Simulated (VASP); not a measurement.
# Tm3F (Fm-3m) in VASP: notebook, part 3 of 3

VASP 6.6.1. Earlier steps stand in the parts before.

**5. Single point, PBE**

This run uses another cell than the first one, of 26.35 Å³/atom.

INCAR

```
ALGO = Normal
EDIFF = 1E-6
ENCUT = 600
GGA = PE
GGA_COMPAT = False
ISIF = 2
ISMEAR = 0
LASPH = True
LCHARG = True
LELF = True
LMAXMIX = 6
LREAL = False
LVHAR = True
LWAVE = False
NBANDS = 25
NELM = 200
PREC = Accurate
SIGMA = 0.1
```

KPOINTS

```
k-points
0
Gamma
  12 12 12
```

POSCAR

```
Tm3F
1.0
    0.0000000000      3.7493852018      3.7493852018
    3.7493852018      0.0000000000      3.7493852018
    3.7493852018      3.7493852018      0.0000000000
Tm F
3 1
Direct
    0.2500000000      0.2500000000      0.2500000000
    0.7500000000      0.7500000000      0.7500000000
    0.0000000000      0.0000000000      0.0000000000
    0.5000000000      0.5000000000      0.5000000000
```

Potentials or basis: VASP PAW PBE potentials, release 64 (Tm_3, F), 4f in core.

The run is started by

```console
$ cat potpaw_PBE.64/Tm_3/POTCAR potpaw_PBE.64/F/POTCAR > POTCAR
$ mpirun -np 1 vasp_std > vasp.out
```

OUTCAR:

```text
EDIFF = 1E-6
   ENCUT = 600
   GGA = PE
   ISIF = 2
   ISMEAR = 0
   LASPH = True
   LREAL = False
   NELM = 200
   PREC = Accurate

 ion  position               nearest neighbor table
   1  0.250  0.250  0.250-   3 3.25   3 3.25   3 3.25   3 3.25   2 3.75   2 3.75   2 3.75   2 3.75
                             2 3.75   2 3.75
   2  0.750  0.750  0.750-   3 3.25   3 3.25   3 3.25   3 3.25   1 3.75   1 3.75   1 3.75   1 3.75
                             1 3.75   1 3.75
   3  0.000  0.000  0.000-   2 3.25   2 3.25   2 3.25   1 3.25   2 3.25   1 3.25   1 3.25   1 3.25

   4  0.500  0.500  0.500-

  LATTYP: Found a face centered cubic cell.
 ALAT       =     7.4987704036

  Lattice vectors:

 A1 = (   0.0000000000,   3.7493852018,   3.7493852018)
 A2 = (   3.7493852018,   0.0000000000,   3.7493852018)
 A3 = (   3.7493852018,   3.7493852018,   0.0000000000)

Analysis of symmetry for initial positions (statically):
=====================================================================
 Subroutine PRICEL returns:
 Original cell was already a primitive cell.

 Routine SETGRP: Setting up the symmetry group for a
 face centered cubic supercell.

 Subroutine GETGRP returns: Found 48 space group operations
 (whereof 48 operations were pure point group operations)
 out of a pool of 48 trial point group operations.

The static configuration has the point symmetry O_h .

Analysis of symmetry for dynamics (positions and initial velocities):
=====================================================================
 Subroutine PRICEL returns:
 Original cell was already a primitive cell.

 Routine SETGRP: Setting up the symmetry group for a
 face centered cubic supercell.

 Subroutine GETGRP returns: Found 48 space group operations
 (whereof 48 operations were pure point group operations)
 out of a pool of 48 trial point group operations.

The dynamic configuration has the point symmetry O_h .

 Subroutine INISYM returns: Found 48 space group operations
 (whereof 48 operations are pure point group operations),
 and found     1 'primitive' translations

----------------------------------------------------------------------------------------

                                     Primitive cell

  volume of cell :     105.4169

  direct lattice vectors                    reciprocal lattice vectors
     0.000000000  3.749385202  3.749385202    -0.133355196  0.133355196  0.133355196
     3.749385202  0.000000000  3.749385202     0.133355196 -0.133355196  0.133355196
     3.749385202  3.749385202  0.000000000     0.133355196  0.133355196 -0.133355196

  length of vectors
     5.302431403  5.302431403  5.302431403     0.230977976  0.230977976  0.230977976

  position of ions in fractional coordinates (direct lattice)
     0.250000000  0.250000000  0.250000000
     0.750000000  0.750000000  0.750000000
     0.000000000  0.000000000  0.000000000
     0.500000000  0.500000000  0.500000000

  ion indices of the primitive-cell ions
   primitive index   ion index
                 1           1
                 2           2
                 3           3
                 4           4

----------------------------------------------------------------------------------------

 KPOINTS: k-points

Automatic generation of k-mesh.
 Grid dimensions read from file:
 generate k-points for:   12   12   12

 Generating k-lattice:

  Cartesian coordinates                     Fractional coordinates (reciprocal lattice)
    -0.011112933  0.011112933  0.011112933     0.083333333  0.000000000  0.000000000
     0.011112933 -0.011112933  0.011112933     0.000000000  0.083333333  0.000000000
     0.011112933  0.011112933 -0.011112933     0.000000000  0.000000000  0.083333333

  Length of vectors
     0.019248165  0.019248165  0.019248165

  Shift w.r.t. Gamma in fractional coordinates (k-lattice)
     0.000000000  0.000000000  0.000000000

 Subroutine IBZKPT returns following result:
 ===========================================

 Found     72 irreducible k-points:

 Following reciprocal coordinates:
            Coordinates               Weight
  0.000000  0.000000  0.000000      1.000000
  0.083333  0.000000  0.000000      8.000000
  0.166667  0.000000  0.000000      8.000000
  0.250000  0.000000  0.000000      8.000000
  0.333333  0.000000  0.000000      8.000000
  0.416667  0.000000  0.000000      8.000000
[... 16 lines left out ...]
  0.500000  0.166667  0.000000     24.000000
 -0.416667  0.166667  0.000000     24.000000
 [... further k-points ...]
   k-points           NKPTS =     72   k-points in BZ     NKDIM =     72   number of bands    NBANDS=     25
   number of dos      NEDOS =    301   number of ions     NIONS =      4
   total plane-waves  NPLWV =  74088
   dimension x,y,z NGX =    42 NGY =   42 NGZ =   42
   dimension x,y,z NGXF=    84 NGYF=   84 NGZF=   84
   ions per type =               3   1
   NGX,Y,Z   is equivalent  to a cutoff of  13.17, 13.17, 13.17 a.u.
   NGXF,Y,Z  is equivalent  to a cutoff of  26.34, 26.34, 26.34 a.u.
 SYSTEM =  unknown system
   PREC   = accura    normal or accurate (medium, high low for compatibility)
   ISTART =      0    job   : 0-new  1-cont  2-samecut
   ICHARG =      2    charge: 1-file 2-atom 10-const
   ISPIN  =      1    spin polarized calculation?
   LNONCOLLINEAR =      F non collinear calculations
   LSORBIT =      F    spin-orbit coupling
   LASPH  =      T    aspherical Exc in radial PAW
   ENCUT  =  600.0 eV  44.10 Ry    6.64 a.u.  10.59 10.59 10.59*2*pi/ulx,y,z
   NELM   =    200;   NELMIN=  2; NELMDL= -5     # of ELM steps
   EDIFF  = 0.1E-05   stopping-criterion for ELM
   LREAL  =      F    real-space projection
   EDIFFG = 0.1E-04   stopping-criterion for IOM
   NSW    =      0    number of steps for IOM
   IBRION =     -1    ionic relax: 0-MD 1-quasi-New 2-CG
   NFREE  =      0    steps in history (QN), initial steepest desc. (CG)
   ISIF   =      2    stress and relaxation
   ISYM   =      2    0-nonsym 1-usesym 2-fastsym
   POTIM  = 0.5000    time-step for ionic-motion
   TEBEG  =    0.0;   TEEND  =   0.0 temperature during run
   PSTRESS=    0.0 pullay stress
   NELECT =      34.0000    total number of electrons
   NUPDOWN=      -1.0000    fix difference up-down
   EMIN   =  10.00;   EMAX   =-10.00  energy-range for DOS
   EFERMI =   0.00;   METHOD = LEGACY
   ISMEAR =     0;   SIGMA  =   0.10  broadening in eV -4-tet -1-fermi 0-gaus
   EFERMI_NEDOS =   21; number of points for ismear=-14 and -15
   IALGO  =     38    algorithm
   IMIX   =      4    mixing-type and parameters
     AMIX     =   0.40;   BMIX     =  1.00
     AMIX_MAG =   1.60;   BMIX_MAG =  1.00
  volume/ion in A,a.u.               =      26.35       177.85
  Fermi-wavevector in a.u.,A,eV,Ry     =   1.122702  2.121599 17.149590  1.260459
  Thomas-Fermi vector in A             =   2.259363
   LORBIT       =      0    0 simple, 1 ext, 2 COOP (PROOUT), +10 PAW based schemes
   GGA     = PE    functional components
   LHFCALC =     F    Hartree Fock is set to
   AEXX    =    0.0000 exact exchange contribution
   IVDW    =     0    specifies the selected vdW correction
   LEPSILON=     F    determine dielectric tensor
   LRPA    =     F    only Hartree local field effects (RPA)
 non-spin polarized calculation
 Gauss-broadening in eV      SIGMA  =   0.10
  energy-cutoff  :      600.00
  volume of cell :      105.42
 maximum number of plane-waves:      3545
   NGX = 21   NGY = 21   NGZ = 21

 number of electron      34.0000000 magnetization

 Free energy of the ion-electron system (eV)
  ---------------------------------------------------
  ext. energy  EPLUGINS =         0.00000000
  ---------------------------------------------------
  free energy    TOTEN  =       -15.61956728 eV

  energy without entropy =      -15.58259558  energy(sigma->0) =      -15.60108143

 E-fermi :   2.4791     XC(G=0):  -9.6192

 val. band max:        2.4756173876   @ k =  -0.4167   0.2500   0.0833
 cond. band min:       2.4808101062   @ k =   0.5000   0.1667   0.0000
 fundamental gap:      0.0051927186
 Fermi energy:         2.4791149454

 k-point     1 :       0.0000    0.0000    0.0000
  band No.  band energies     occupation
      1     -23.4229      2.00000
      2     -23.4229      2.00000
      3     -23.4229      2.00000
      4     -23.4091      2.00000
      5     -23.4091      2.00000
      6     -23.4091      2.00000
[... 661 lines left out ...]
     24       4.6902      0.00000
     25       5.1528      0.00000

 [... further k-points ...]

------------------------ aborting loop because EDIFF is reached ----------------------------------------

  FORCE on cell =-STRESS in cart. coord.  units (eV):
  Direction    XX          YY          ZZ          XY          YZ          ZX
  --------------------------------------------------------------------------------------
  -------------------------------------------------------------------------------------
  Total        0.2550813      0.2550813      0.2550813      0.0000000      0.0000000      0.0000000
  in kB        3.8768499      3.8768499      3.8768499      0.0000000      0.0000000      0.0000000
  external PRESSURE =       3.8768499 kB  Pullay stress =       0.0000000 kB

 VOLUME and BASIS-vectors are now :
 -----------------------------------------------------------------------------
  energy-cutoff  :      600.00
  volume of cell :      105.42
      direct lattice vectors                 reciprocal lattice vectors
     0.000000000  3.749385202  3.749385202    -0.133355196  0.133355196  0.133355196
     3.749385202  0.000000000  3.749385202     0.133355196 -0.133355196  0.133355196
     3.749385202  3.749385202  0.000000000     0.133355196  0.133355196 -0.133355196

 POSITION                                       TOTAL-FORCE (eV/Angst)
 -----------------------------------------------------------------------------------
      1.87469      1.87469      1.87469        -0.000000      0.000000     -0.000000
      5.62408      5.62408      5.62408         0.000000     -0.000000      0.000000
      0.00000      0.00000      0.00000        -0.000000      0.000000     -0.000000
      3.74939      3.74939      3.74939        -0.000000      0.000000     -0.000000
 -----------------------------------------------------------------------------------
    total drift:                               -0.000000     -0.000000      0.000000

  FREE ENERGIE OF THE ION-ELECTRON SYSTEM (eV)
  ---------------------------------------------------
  free  energy   TOTEN  =       -15.6195672796 eV

  energy  without entropy=      -15.5825955810  energy(sigma->0) =      -15.60108143
```

OSZICAR:

```text
N       E                     dE             d eps       ncg     rms          rms(c)
DAV:   1     0.291674219912E+03    0.29167E+03   -0.15642E+04  3632   0.144E+03
DAV:   2     0.325944181448E+02   -0.25908E+03   -0.25187E+03  4048   0.489E+02
DAV:   3    -0.127746380123E+02   -0.45369E+02   -0.42465E+02  5812   0.119E+02
DAV:   4    -0.165736971604E+02   -0.37991E+01   -0.37098E+01  5920   0.374E+01
DAV:   5    -0.166319719262E+02   -0.58275E-01   -0.57964E-01  5792   0.526E+00    0.206E+01
DAV:   6    -0.157127379239E+02    0.91923E+00   -0.50086E+00  5270   0.158E+01    0.127E+01
DAV:   7    -0.156492092080E+02    0.63529E-01   -0.11815E+00  5045   0.725E+00    0.745E+00
DAV:   8    -0.156212356421E+02    0.27974E-01   -0.21273E-01  6079   0.367E+00    0.454E-01
DAV:   9    -0.156192344335E+02    0.20012E-02   -0.30944E-02  4711   0.131E+00    0.281E-01
DAV:  10    -0.156196662730E+02   -0.43184E-03   -0.52625E-03  5711   0.484E-01    0.932E-02
DAV:  11    -0.156196695920E+02   -0.33190E-05   -0.20423E-03  5397   0.361E-01    0.809E-02
DAV:  12    -0.156195705726E+02    0.99019E-04   -0.63593E-04  5966   0.221E-01    0.238E-02
DAV:  13    -0.156195704907E+02    0.81885E-07   -0.11669E-04  5475   0.827E-02    0.153E-02
DAV:  14    -0.156195673653E+02    0.31253E-05   -0.10257E-05  4567   0.241E-02    0.547E-03
DAV:  15    -0.156195672796E+02    0.85784E-07   -0.26786E-06  3490   0.102E-02
   1 F= -.15619567E+02 E0= -.15601081E+02  d E =-.369717E-01
```

It took 3.1 min on 1 thread of Intel Xeon 6975P-C (Granite Rapids), shared host; peak memory 0.37 GiB.

What came out:

```yaml
Free_energy: -15.6196 eV
Pressure: 0.4 GPa
Band_gap_on_the_k_mesh: zero (bands 17 and 18 overlap by 0.84 eV)
```

Levels at points of the mesh, in eV from the Fermi level:
```csv
k point,band 15,band 16,band 17,band 18,band 19,band 20
"(0.00, 0.00, 0.00)",-0.95,-0.95,0.65,0.65,0.65,0.88
"(0.50, 0.00, 0.00)",-1.41,-0.12,0.05,0.05,0.78,0.78
"(0.50, 0.50, 0.00)",-1.76,-1.12,-0.39,0.47,0.57,0.57
```

Caveat: spin-orbit coupling is left out, which moves the levels of the heavy elements; the 4f electrons are frozen in the core, so they carry no moment and show no levels; the run has no spin polarisation, though such a crystal can be magnetic. Spin polarisation is off, so any magnetic state and its effect on volume and gap are missing.

**6. Relaxation of cell and atoms, PBE**

This run uses another cell than the first one, of 26.12 Å³/atom.

INCAR

```
ALGO = Normal
EDIFF = 1E-7
EDIFFG = -0.01
ENCUT = 600
GGA = PE
GGA_COMPAT = F
IBRION = 2
ISIF = 3
ISMEAR = 0
LASPH = T
LCHARG = F
LMAXMIX = 6
LREAL = F
LWAVE = F
NELM = 200
NELMIN = 4
NSW = 100
PREC = Accurate
SIGMA = 0.1
```

KPOINTS is that of step 5.

POSCAR

```
Tm3F
1.0
    0.0000000000      3.7381412846      3.7381412846
    3.7381412846      0.0000000000      3.7381412846
    3.7381412846      3.7381412846      0.0000000000
Tm F
3 1
Direct
    0.2500000000      0.2500000000      0.2500000000
    0.7500000000      0.7500000000      0.7500000000
    0.0000000000      0.0000000000      0.0000000000
    0.5000000000      0.5000000000      0.5000000000
```

Potentials or basis: VASP PAW PBE potentials, release 64 (Tm_3, F), 4f in core.

The run is started by

```console
$ cat potpaw_PBE.64/Tm_3/POTCAR potpaw_PBE.64/F/POTCAR > POTCAR
$ mpirun -np 1 vasp_std > vasp.out
```

Wall time 5.7 min (1 thread of Intel Xeon 6975P-C (Granite Rapids), shared host); peak memory 0.39 GiB.

Results (log left out):

| Property | Result |
| --- | --- |
| Free energy | -15.6205 eV |
| Relaxed volume | 26.64 Å³/atom |
| Relaxed cell | a = 5.321 Å, b = 5.321 Å, c = 5.321 Å, α = 60.00°, β = 60.00°, γ = 60.00° |
| Space group after relaxing (to 0.1 Å) | Fm-3m (No. 225) |
| Energy gained by relaxing | 1.2 meV/atom |
| Ionic steps | 3 |
| Pressure after relaxing | 0.0 GPa |
| Band gap on the k mesh | zero (bands 17 and 18 overlap by 0.82 eV) |

The path:
| step | energy change (eV) | largest force (eV/Å) | pressure (GPa) | volume (Å³) |
| --- | --- | --- | --- | --- |
| 1 | 0.0000 | 0.0000 | 0.72 | 104.47 |
| 2 | -0.0045 | 0.0000 | 0.10 | 106.25 |
| 3 | -0.0046 | 0.0000 | 0.00 | 106.55 |

Final structure:
```
Tm F
1.0
     0.00000    3.76273    3.76273
     3.76273    0.00000    3.76273
     3.76273    3.76273    0.00000
Tm F
3 1
Direct
  0.25000 0.25000 0.25000
  0.75000 0.75000 0.75000
  0.00000 0.00000 0.00000
  0.50000 0.50000 0.50000
```

Levels at points of the mesh, in eV from the Fermi level:
| k point | band 15 | band 16 | band 17 | band 18 | band 19 | band 20 |
| --- | --- | --- | --- | --- | --- | --- |
| (0.00, 0.00, 0.00) | -0.93 | -0.93 | 0.63 | 0.63 | 0.63 | 0.87 |
| (0.50, 0.00, 0.00) | -1.43 | -0.12 | 0.05 | 0.05 | 0.77 | 0.77 |
| (0.50, 0.50, 0.00) | -1.75 | -1.14 | -0.39 | 0.47 | 0.57 | 0.57 |

Caveat: spin-orbit coupling is left out, which moves the levels of the heavy elements; the 4f electrons are frozen in the core, so they carry no moment and show no levels; the run has no spin polarisation, though such a crystal can be magnetic.

**7. Overview**

| task | cell | k mesh | gap on the mesh (eV) | pressure (GPa) | relaxed volume (Å³/atom) |
| --- | --- | --- | --- | --- | --- |
| single point | a = 4.934 Å, angles 60.0°, 4 atoms | 4 × 4 × 4 | none | 11.4 | - |
| single point | a = 5.287 Å, angles 60.0°, 4 atoms | 4 × 4 × 4 | none | 0.5 | - |
| relaxation of cell and atoms | relaxed from a = 4.934 Å, angles 60.0°, 4 atoms | 4 × 4 × 4 | none | 0.0 | 26.52 |
| single point | a = 5.302 Å, angles 60.0°, 4 atoms | 12 × 12 × 12 | none | 0.4 | - |
| relaxation of cell and atoms | relaxed from a = 5.287 Å, angles 60.0°, 4 atoms | 12 × 12 × 12 | none | 0.0 | 26.64 |

Alike in all rows: level PBE; potentials or basis VASP PAW PBE potentials, release 64 (Tm_3, F), 4f in core; no spin polarisation; cutoff (eV) 600; smearing gaussian 0.1 eV.

Caveats: some runs use coarse meshes; spin-orbit coupling is left out, which moves the levels of the heavy elements; the 4f electrons are frozen in the core, so they carry no moment and show no levels; the run has no spin polarisation, though such a crystal can be magnetic; the volume moved by over 15 % at a fixed basis, so the end points are rough (at least some runs).

Absolute energies hang on the potentials; compare differences alone.

The gap in the log of VASP goes by the Fermi energy; the results here count the filled bands.